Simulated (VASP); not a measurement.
# NiO (Fm-3m) in VASP: a series of runs

NiO is run at these levels: r2SCAN0, PBEsol-based screened hybrid with 25 % exact exchange; tasks: single point.

Program: VASP 6.6.1. These are calculated values, not measurements. Logs are shortened: lines on timing, memory, paths and dates and some standing lists are left out, and cuts for length are marked.

### Step 1. The cell of the first run

Symmetry: Fm-3m, No. 225, cubic system. The conventional cell has a = 4.254 Å, b = 4.254 Å, c = 4.254 Å, α = 90.00°, β = 90.00°, γ = 90.00°. Ni (site symmetry m-3m) has 6 O at 2.13 Å within 2.8 Å. O (site symmetry m-3m) has 6 Ni at 2.13 Å within 2.8 Å.

### Step 2. Single point, r2SCAN0, collinear spin, ferromagnetic start

File POSCAR:

```
NiO
1.0
    0.0000000000      2.1268120599      2.1268120599
    2.1268120599      0.0000000000      2.1268120599
    2.1268120599      2.1268120599      0.0000000000
Ni O
1 1
Direct
    0.0000000000      0.0000000000      0.0000000000
    0.5000000000      0.5000000000      0.5000000000
```

File INCAR.step1:

```
PREC     = Accurate       # precision mode
ENCUT    = 520            # plane-wave cutoff, eV
EDIFF    = 1E-5           # SCF threshold, eV
ISMEAR   = -1             # smearing method
SIGMA    = 0.05           # smearing width, eV
LREAL    = False          # projectors in reciprocal space
LASPH    = True           # aspherical terms in the spheres
NELM     = 150            # most SCF steps
ALGO     = Normal         # electronic algorithm
ISIF     = 2              # what is computed and relaxed
LWAVE    = True           # write WAVECAR
LCHARG   = False          # write CHGCAR
ISPIN    = 2              # spin polarisation
MAGMOM   = 1 0            # initial moments
LORBIT   = 11             # projections on sites
LMAXMIX  = 4              # l up to which the mixer works
NBANDS   = 19             # bands
GGA      = PE             # functional
```

File INCAR.step2:

```
PREC     = Accurate       # precision mode
ENCUT    = 520            # plane-wave cutoff, eV
EDIFF    = 1E-6           # SCF threshold, eV
ISMEAR   = -1             # smearing method
SIGMA    = 0.05           # smearing width, eV
LREAL    = False          # projectors in reciprocal space
LASPH    = True           # aspherical terms in the spheres
NELM     = 150            # most SCF steps
ALGO     = Normal         # electronic algorithm
ISIF     = 2              # what is computed and relaxed
LWAVE    = False          # write WAVECAR
LCHARG   = False          # write CHGCAR
ISPIN    = 2              # spin polarisation
MAGMOM   = 1 0            # initial moments
LORBIT   = 11             # projections on sites
LMAXMIX  = 4              # l up to which the mixer works
METAGGA  = R2SCAN         # meta-GGA
LHFCALC  = True           # exact exchange
AEXX     = 0.25           # exact-exchange fraction
LMIXTAU  = True         
PRECFOCK = Normal       
NBANDS   = 19             # bands
ISTART   = 1
```

File KPOINTS:

```
regular mesh
0
Gamma
  6 6 6
```

Potentials or basis: VASP PAW PBE potentials, release 64 (Ni, O).

Started as:

```console
cat potpaw_PBE.64/Ni/POTCAR potpaw_PBE.64/O/POTCAR > POTCAR
cp INCAR.step1 INCAR
mpirun -np 1 vasp_std > vasp.out
cp INCAR.step2 INCAR
mpirun -np 1 vasp_std > vasp.out
```

OUTCAR:

```text
PREC = Accurate
   ENCUT = 520
   EDIFF = 1E-6
   ISMEAR = -1
   LREAL = False
   LASPH = True
   NELM = 150
   ISIF = 2
   ISPIN = 2
   LORBIT = 11
   METAGGA = R2SCAN
   LHFCALC = True
   AEXX = 0.25
   PRECFOCK = Normal
   ISTART = 1

 ion  position               nearest neighbor table
   1  0.000  0.000  0.000-   2 2.13   2 2.13   2 2.13   2 2.13   2 2.13   2 2.13
   2  0.500  0.500  0.500-   1 2.13   1 2.13   1 2.13   1 2.13   1 2.13   1 2.13

  LATTYP: Found a face centered cubic cell.
 ALAT       =     4.2536241198

  Lattice vectors:

 A1 = (   0.0000000000,   2.1268120599,   2.1268120599)
 A2 = (   2.1268120599,   0.0000000000,   2.1268120599)
 A3 = (   2.1268120599,   2.1268120599,   0.0000000000)

Analysis of symmetry for initial positions (statically):
=====================================================================
 Subroutine PRICEL returns:
 Original cell was already a primitive cell.

 Routine SETGRP: Setting up the symmetry group for a
 face centered cubic supercell.

 Subroutine GETGRP returns: Found 48 space group operations
 (whereof 48 operations were pure point group operations)
 out of a pool of 48 trial point group operations.

The static configuration has the point symmetry O_h .

Analysis of symmetry for dynamics (positions and initial velocities):
=====================================================================
 Subroutine PRICEL returns:
 Original cell was already a primitive cell.

 Routine SETGRP: Setting up the symmetry group for a
 face centered cubic supercell.

 Subroutine GETGRP returns: Found 48 space group operations
 (whereof 48 operations were pure point group operations)
 out of a pool of 48 trial point group operations.

The dynamic configuration has the point symmetry O_h .

Analysis of structural, dynamic, and magnetic symmetry:
=====================================================================
 Subroutine PRICEL returns:
 Original cell was already a primitive cell.

 Routine SETGRP: Setting up the symmetry group for a
 face centered cubic supercell.

 Subroutine GETGRP returns: Found 48 space group operations
 (whereof 48 operations were pure point group operations)
 out of a pool of 48 trial point group operations.

The overall configuration has the point symmetry O_h .

 Subroutine INISYM returns: Found 48 space group operations
 (whereof 48 operations are pure point group operations),
 and found     1 'primitive' translations

----------------------------------------------------------------------------------------

                                     Primitive cell

  volume of cell :      19.2405

  direct lattice vectors                    reciprocal lattice vectors
     0.000000000  2.126812060  2.126812060    -0.235093645  0.235093645  0.235093645
     2.126812060  0.000000000  2.126812060     0.235093645 -0.235093645  0.235093645
     2.126812060  2.126812060  0.000000000     0.235093645  0.235093645 -0.235093645

  length of vectors
     3.007766460  3.007766460  3.007766460     0.407194138  0.407194138  0.407194138

  position of ions in fractional coordinates (direct lattice)
     0.000000000  0.000000000  0.000000000
     0.500000000  0.500000000  0.500000000

  ion indices of the primitive-cell ions
   primitive index   ion index
                 1           1
                 2           2

----------------------------------------------------------------------------------------

 KPOINTS: regular mesh

Automatic generation of k-mesh.
 Grid dimensions read from file:
 generate k-points for:    6    6    6

 Generating k-lattice:

  Cartesian coordinates                     Fractional coordinates (reciprocal lattice)
    -0.039182274  0.039182274  0.039182274     0.166666667  0.000000000  0.000000000
     0.039182274 -0.039182274  0.039182274     0.000000000  0.166666667  0.000000000
     0.039182274  0.039182274 -0.039182274     0.000000000  0.000000000  0.166666667

  Length of vectors
     0.067865690  0.067865690  0.067865690

  Shift w.r.t. Gamma in fractional coordinates (k-lattice)
     0.000000000  0.000000000  0.000000000

 Subroutine IBZKPT returns following result:
 ===========================================

 Found     16 irreducible k-points:

 Following reciprocal coordinates:
            Coordinates               Weight
  0.000000  0.000000  0.000000      1.000000
  0.166667  0.000000  0.000000      8.000000
  0.333333  0.000000  0.000000      8.000000
  0.500000  0.000000  0.000000      4.000000
  0.166667  0.166667  0.000000      6.000000
  0.333333  0.166667  0.000000     24.000000
[... 8 lines left out ...]
 -0.333333  0.333333  0.166667     24.000000
 -0.333333  0.500000  0.166667     12.000000
   k-points           NKPTS =     16   k-points in BZ     NKDIM =    216   number of bands    NBANDS=     19
   number of dos      NEDOS =    301   number of ions     NIONS =      2
   total plane-waves  NPLWV =  13824
   dimension x,y,z NGX =    24 NGY =   24 NGZ =   24
   dimension x,y,z NGXF=    48 NGYF=   48 NGZF=   48
   ions per type =               1   1
   NGX,Y,Z   is equivalent  to a cutoff of  13.27, 13.27, 13.27 a.u.
   NGXF,Y,Z  is equivalent  to a cutoff of  26.53, 26.53, 26.53 a.u.
 SYSTEM =  unknown system
   PREC   = accura    normal or accurate (medium, high low for compatibility)
   ISTART =      1    job   : 0-new  1-cont  2-samecut
   ICHARG =      0    charge: 1-file 2-atom 10-const
   ISPIN  =      2    spin polarized calculation?
   LNONCOLLINEAR =      F non collinear calculations
   LSORBIT =      F    spin-orbit coupling
   LASPH  =      T    aspherical Exc in radial PAW
   ENCUT  =  520.0 eV  38.22 Ry    6.18 a.u.   5.59  5.59  5.59*2*pi/ulx,y,z
   NELM   =    150;   NELMIN=  2; NELMDL=  0     # of ELM steps
   EDIFF  = 0.1E-05   stopping-criterion for ELM
   LREAL  =      F    real-space projection
   EDIFFG = 0.1E-04   stopping-criterion for IOM
   NSW    =      0    number of steps for IOM
   IBRION =     -1    ionic relax: 0-MD 1-quasi-New 2-CG
   NFREE  =      0    steps in history (QN), initial steepest desc. (CG)
   ISIF   =      2    stress and relaxation
   ISYM   =      3    0-nonsym 1-usesym 2-fastsym
   POTIM  = 0.5000    time-step for ionic-motion
   TEBEG  =    0.0;   TEEND  =   0.0 temperature during run
   PSTRESS=    0.0 pullay stress
   NELECT =      16.0000    total number of electrons
   NUPDOWN=      -1.0000    fix difference up-down
   EMIN   =  10.00;   EMAX   =-10.00  energy-range for DOS
   EFERMI =   0.00;   METHOD = LEGACY
   ISMEAR =    -1;   SIGMA  =   0.05  broadening in eV -4-tet -1-fermi 0-gaus
   EFERMI_NEDOS =   21; number of points for ismear=-14 and -15
   IALGO  =     38    algorithm
   IMIX   =      1    mixing-type and parameters
     AMIX     =   0.40;   BMIX     =  1.00
     AMIX_MAG =   1.60;   BMIX_MAG =  1.00
  volume/ion in A,a.u.               =       9.62        64.92
  Fermi-wavevector in a.u.,A,eV,Ry     =   1.539486  2.909206 32.246036  2.370017
  Thomas-Fermi vector in A             =   2.645707
   LORBIT       =     11    0 simple, 1 ext, 2 COOP (PROOUT), +10 PAW based schemes
   METAGGA = R2SCAN    functional components
   LHFCALC =     T    Hartree Fock is set to
   PRECFOCK=normal    Normal, Fast or Accurate (Low or Medium for compatibility)
   ENCUT4O =  -1.0   cutoff for four orbital integrals eV
   NKREDX  =     1    reduce k-point grid by
   NKREDY  =     1    reduce k-point grid by
   NKREDZ  =     1    reduce k-point grid by
   AEXX    =    0.2500 exact exchange contribution
   HFSCREEN=    0.0000 screening length (either q_TF or 0.3 A-1)
   HFSCREENC=   0.0000 screening length for correlation (either q_TF or 0.3 A-1)
   ENCUTFOCK=  -1.0 apply spherical cutoff to Coloumb kernel
   IVDW    =     0    specifies the selected vdW correction
   LEPSILON=     F    determine dielectric tensor
   LRPA    =     F    only Hartree local field effects (RPA)
 spin polarized calculation
  energy-cutoff  :      520.00
  volume of cell :       19.24
 maximum number of plane-waves:       531
 NGX is ok and might be reduce to    24
  NGX = 18; NGY = 18; NGZ = 18

 number of electron      16.0000014 magnetization       2.0023496

 Free energy of the ion-electron system (eV)
  ---------------------------------------------------
  ext. energy  EPLUGINS =         0.00000000
  ---------------------------------------------------
  free energy    TOTEN  =       -24.18919113 eV

  energy without entropy =      -24.18919113  energy(sigma->0) =      -24.18919113

 E-fermi :   5.9954     XC(G=0): -10.1266

 val. band max:        4.8329210523   @ k =   0.5000   0.0000   0.0000
 cond. band min:       9.4711682927   @ k =   0.0000   0.0000   0.0000
 fundamental gap:      4.6382472404
 Fermi energy:         5.9954017398

 spin component 1

 k-point     1 :       0.0000    0.0000    0.0000
  band No.  band energies     occupation
      1     -16.3598      1.00000
      2      -0.4295      1.00000
      3      -0.4292      1.00000
      4       0.7382      1.00000
      5       0.7384      1.00000
      6       0.7384      1.00000
[... 11 lines left out ...]
     18      34.0670      0.00000
     19      34.0674      0.00000
[... 312 lines left out ...]
      2      -1.3843      1.00000
      3      -1.0784      1.00000
      4      -0.4896      1.00000
      5       0.2339      1.00000
      6       1.5232      1.00000
[... 11 lines left out ...]
     18      41.2262      0.00000
     19      43.7630      0.00000
 Fermi energy:         5.9954017398

 spin component 2

 k-point     1 :       0.0000    0.0000    0.0000
  band No.  band energies     occupation
      1     -15.8558      1.00000
      2       1.8610      1.00000
      3       1.8612      1.00000
      4       1.8614      1.00000
      5       3.6525      1.00000
      6       3.6525      1.00000
[... 11 lines left out ...]
     18      35.5913      0.00000
     19      35.5922      0.00000
[... 313 lines left out ...]
      3       0.2438      1.00000
      4       1.2420      1.00000
      5       2.7390      1.00000
      6       2.7772      1.00000
[... 11 lines left out ...]
     18      41.3623      0.00000
     19      44.3785      0.00000

------------------------ aborting loop because EDIFF is reached ----------------------------------------

  FORCE on cell =-STRESS in cart. coord.  units (eV):
  Direction    XX          YY          ZZ          XY          YZ          ZX
  --------------------------------------------------------------------------------------
  -------------------------------------------------------------------------------------
  Total       -1.3247343     -1.3247343     -1.3247343      0.0000000      0.0000000     -0.0000000
  in kB     -110.3118163   -110.3118163   -110.3118163      0.0000000      0.0000000     -0.0000000
  external PRESSURE =    -110.3118163 kB  Pullay stress =       0.0000000 kB

 VOLUME and BASIS-vectors are now :
 -----------------------------------------------------------------------------
  energy-cutoff  :      520.00
  volume of cell :       19.24
      direct lattice vectors                 reciprocal lattice vectors
     0.000000000  2.126812060  2.126812060    -0.235093645  0.235093645  0.235093645
     2.126812060  0.000000000  2.126812060     0.235093645 -0.235093645  0.235093645
     2.126812060  2.126812060  0.000000000     0.235093645  0.235093645 -0.235093645

 POSITION                                       TOTAL-FORCE (eV/Angst)
 -----------------------------------------------------------------------------------
      0.00000      0.00000      0.00000        -0.000000      0.000000     -0.000000
      2.12681      2.12681      2.12681         0.000000     -0.000000      0.000000
 -----------------------------------------------------------------------------------
    total drift:                               -0.000024     -0.000023     -0.000022

  FREE ENERGIE OF THE ION-ELECTRON SYSTEM (eV)
  ---------------------------------------------------
  free  energy   TOTEN  =       -24.1891911280 eV

  energy  without entropy=      -24.1891911280  energy(sigma->0) =      -24.18919113

 total charge

# of ion       s       p       d       tot
------------------------------------------
    1        0.311   0.387   8.085   8.782
    2        1.552   3.513   0.000   5.065
--------------------------------------------------
tot          1.863   3.900   8.085  13.847

 magnetization (x)

# of ion       s       p       d       tot
------------------------------------------
    1        0.006   0.005   1.773   1.785
    2        0.024   0.174   0.000   0.198
--------------------------------------------------
tot          0.030   0.179   1.773   1.983
```

Wall time 52 min (1 thread of AMD EPYC 7R13 (Zen 3), shared host); peak memory 0.14 GiB.

What came out:

```yaml
Free_energy: -24.1892 eV
Pressure: -11.0 GPa
Band_gap_on_the_k_mesh: 4.64 eV (least direct gap 5.82 eV)
Net_moment: 2.00 μB per cell
Site_moments: Ni +1.78; O +0.20 μB
Valence_electrons_inside_the_program's_atomic_spheres: Ni 8.78; O 5.07
```

Caveat: the k points lie up to 0.43 Å⁻¹ apart; the PAW data sets were made with another functional, which shifts forces and pressure a little; a cell with one magnetic atom can't hold antiferromagnetic order, which such compounds often take. A k mesh can miss the band edges.

(Part 1 of 2 ends here.)
